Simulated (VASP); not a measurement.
# Na16HF in VASP: a series of runs, part 2 of 2

VASP 6.6.1.

## 3. Single point, PBE+D3(BJ)

The input, INCAR:

```
SYSTEM = Na16HF
PREC = Accurate
ENCUT = 520
EDIFF = 1E-7
ISMEAR = 0
SIGMA = 0.1
LREAL = Auto
LASPH = .True.
NELM = 100
ALGO = Normal
ISIF = 2
LWAVE = .False.
LCHARG = .False.
LDIPOL = .True.
IDIPOL = 3
DIPOL = 0.5 0.5 0.467
GGA = PE
IVDW = 12
NBANDS = 75
```

The input, KPOINTS:

```
Automatic mesh
0
Gamma
  3 3 1
  0 0 0
```

The input, POSCAR:

```
Na16HF
1.0
    8.1558973628      0.0000000000      0.0000000000
    0.0000000000      8.1558973628      0.0000000000
    0.0000000000      0.0000000000     25.0470230221
Na F H
16 1 1
Direct
    0.2500000000      0.7500000000      0.3193992353
    0.2500000000      0.2500000000      0.3193992353
    0.7500000000      0.7500000000      0.3193992353
    0.7500000000      0.2500000000      0.3193992353
    0.5000000000      0.5000000000      0.4008050910
    0.5000000000      0.0000000000      0.4008050910
    0.0000000000      0.5000000000      0.4008050910
    0.0000000000      0.0000000000      0.4008050910
    0.7500000000      0.2500000000      0.4858960664
    0.7500000000      0.7500000000      0.4862275160
    0.2500000000      0.2500000000      0.4826837847
    0.2500000000      0.7500000000      0.4858960664
   -0.0001426463     -0.0001426463      0.5743643336
   -0.0001426463      0.5001426463      0.5743643336
    0.5001426463     -0.0001426463      0.5743643336
    0.5001426463      0.5001426463      0.5743643336
    0.2500000000      0.2500000000      0.6278778689
    0.2500000000      0.2500000000      0.6658216662
```

Potentials or basis: VASP PAW PBE potentials, release 64 (Na_pv, F, H).

On the command line:

```console
$ cat potpaw_PBE.64/Na_pv/POTCAR potpaw_PBE.64/F/POTCAR potpaw_PBE.64/H/POTCAR > POTCAR
$ mpirun -np 1 vasp_std > vasp.out
```

OUTCAR:

```text
SYSTEM = Na16HF
   PREC = Accurate
   ENCUT = 520
   EDIFF = 1E-7
   ISMEAR = 0
   LREAL = Auto
   LASPH = .True.
   NELM = 100
   ISIF = 2
   GGA = PE
   IVDW = 12
 IVDW          = 12

 ion  position               nearest neighbor table
   1  0.250  0.750  0.319-
   2  0.250  0.250  0.319-
   3  0.750  0.750  0.319-
   4  0.750  0.250  0.319-
   5  0.500  0.500  0.401-
   6  0.500  0.000  0.401-
[... 8 lines left out ...]
  15  0.500  1.000  0.574-
  16  0.500  0.500  0.574-
  17  0.250  0.250  0.628-  18 0.95
  18  0.250  0.250  0.666-  17 0.95

  LATTYP: Found a simple tetragonal cell.
 ALAT       =     8.1558973628
 C/A-ratio  =     3.0710321511

  Lattice vectors:

 A1 = (   8.1558973628,   0.0000000000,   0.0000000000)
 A2 = (   0.0000000000,   8.1558973628,   0.0000000000)
 A3 = (   0.0000000000,   0.0000000000,  25.0470230221)

Analysis of symmetry for initial positions (statically):
=====================================================================
 Subroutine PRICEL returns:
 Original cell was already a primitive cell.

 Routine SETGRP: Setting up the symmetry group for a
 simple tetragonal supercell.

 Subroutine GETGRP returns: Found  8 space group operations
 (whereof  2 operations were pure point group operations)
 out of a pool of 16 trial point group operations.

The static configuration has the point symmetry C_1h.
 The point group associated with its full space group is C_4v.

Analysis of symmetry for dynamics (positions and initial velocities):
=====================================================================
 Subroutine PRICEL returns:
 Original cell was already a primitive cell.

 Routine SETGRP: Setting up the symmetry group for a
 simple tetragonal supercell.
[... 141 lines left out ...]
   GGA     = PE    functional components
   LHFCALC =     F    Hartree Fock is set to
   AEXX    =    0.0000 exact exchange contribution
   IVDW    =    12    specifies the selected vdW correction
   LEPSILON=     F    determine dielectric tensor
   LRPA    =     F    only Hartree local field effects (RPA)
 non-spin polarized calculation
 Gauss-broadening in eV      SIGMA  =   0.10
  energy-cutoff  :      520.00
  volume of cell :     1666.09
 maximum number of plane-waves:     44906
 NGX is ok and might be reduce to    64
   NGX = 31   NGY = 31   NGZ = 93

 number of electron     119.9999931 magnetization

 dipolmoment           0.000000      0.000000     -0.107327 electrons x Angstroem

 Free energy of the ion-electron system (eV)
  ---------------------------------------------------
  ext. energy  EPLUGINS =         0.00000000
  ---------------------------------------------------
  free energy    TOTEN  =       -27.19502130 eV

  energy without entropy =      -27.16146076  energy(sigma->0) =      -27.17824103

 E-fermi :  -1.3446     XC(G=0):  -3.0448

 val. band max:       -1.4868389569   @ k =   0.3333   0.3333   0.0000
 cond. band min:      -1.2741978127   @ k =   0.0000   0.0000   0.0000
 fundamental gap:      0.2126411442
 Fermi energy:        -1.3446309904

 k-point     1 :       0.0000    0.0000    0.0000
  band No.  band energies     occupation
      1     -29.3829      2.00000
      2     -26.7748      2.00000
      3     -26.7743      2.00000
      4     -26.7743      2.00000
      5     -26.7735      2.00000
      6     -26.7689      2.00000
[... 214 lines left out ...]
     71       0.6389      0.00000
     72       0.6672      0.00000
 [bands above 72 left out]

------------------------ aborting loop because EDIFF is reached ----------------------------------------

 vacuum level on the upper side and lower side of the slab       (xc-potential included)        -0.224         0.073

 Edisp (eV)   -1.88362

 E8    (eV) :    -0.9461

  FORCE on cell =-STRESS in cart. coord.  units (eV):
  Direction    XX          YY          ZZ          XY          YZ          ZX
  --------------------------------------------------------------------------------------
  -------------------------------------------------------------------------------------
  Total      -3.52702    -3.52702     0.68157     0.00000     0.00000     0.00000
  in kB      -3.39171    -3.39171     0.65542     0.00000     0.00000     0.00000
  external pressure =       -2.04 kB  Pullay stress =        0.00 kB

 VOLUME and BASIS-vectors are now :
 -----------------------------------------------------------------------------
  energy-cutoff  :      520.00
  volume of cell :     1666.09
      direct lattice vectors                 reciprocal lattice vectors
     8.155897363  0.000000000  0.000000000     0.122610665  0.000000000  0.000000000
     0.000000000  8.155897363  0.000000000     0.000000000  0.122610665  0.000000000
     0.000000000  0.000000000 25.047023022     0.000000000  0.000000000  0.039924904

 POSITION                                       TOTAL-FORCE (eV/Angst)
 -----------------------------------------------------------------------------------
      2.03897      6.11692      8.00000         0.000000      0.000000     -0.067047
      2.03897      2.03897      8.00000         0.000000      0.000000     -0.075620
      6.11692      6.11692      8.00000         0.000000      0.000000     -0.059390
      6.11692      2.03897      8.00000         0.000000      0.000000     -0.067047
      4.07795      4.07795     10.03897         0.007596      0.007596      0.067155
      4.07795      0.00000     10.03897         0.007596     -0.007596      0.067155
[... 10 lines left out ...]
      2.03897      2.03897     15.72647         0.000000     -0.000000     -0.262981
      2.03897      2.03897     16.67685         0.000000      0.000000      0.258713
 -----------------------------------------------------------------------------------
    total drift:                                0.000000      0.000000      0.016959

  FREE ENERGIE OF THE ION-ELECTRON SYSTEM (eV)
  ---------------------------------------------------
  free  energy   TOTEN  =       -29.0786458838 eV

  energy  without entropy=      -29.0450853475  energy(sigma->0) =      -29.06186562

 vacuum level on the upper side and lower side of the slab         0.930         1.222
```

stdout:

```text
POSCAR found type information on POSCAR NaF H
 POSCAR found :  3 types and      18 ions
 scaLAPACK will be used
 LDA part: xc-table for (Slater+PW92), standard interpolation
 POSCAR, INCAR and KPOINTS ok, starting setup
 FFT: planning ... GRIDC
 FFT: planning ... GRID_SOFT
 FFT: planning ... GRID
 WAVECAR not read
 entering main loop
```

It took 9 min on 1 thread of Intel Xeon 6975P-C (Granite Rapids), shared host; peak memory 1.5 GiB.

What came out:

| Quantity | Value |
| --- | --- |
| Free energy | -29.0786 eV |
| Largest force | 0.263 eV/Å |
| Band gap on the k mesh | zero (bands 60 and 61 overlap by 0.23 eV) |
| Dispersion energy per atom | -0.105 eV |

Forces in eV/Å, atoms in the order of the input:
```
Na   0.000  0.000 -0.067
Na   0.000  0.000 -0.076
Na   0.000  0.000 -0.059
Na   0.000  0.000 -0.067
Na   0.008  0.008  0.067
Na   0.008 -0.008  0.067
Na  -0.008  0.008  0.067
Na  -0.008 -0.008  0.067
Na   0.000  0.000  0.000
Na   0.000  0.000 -0.002
Na   0.000  0.000  0.003
Na   0.000  0.000  0.000
Na   0.002  0.002  0.001
Na   0.002 -0.002  0.001
Na  -0.002  0.002  0.001
Na  -0.002 -0.002  0.001
F    0.000  0.000 -0.263
H    0.000  0.000  0.259
```

The gap in the log of VASP goes by the Fermi energy; the results here count the filled bands.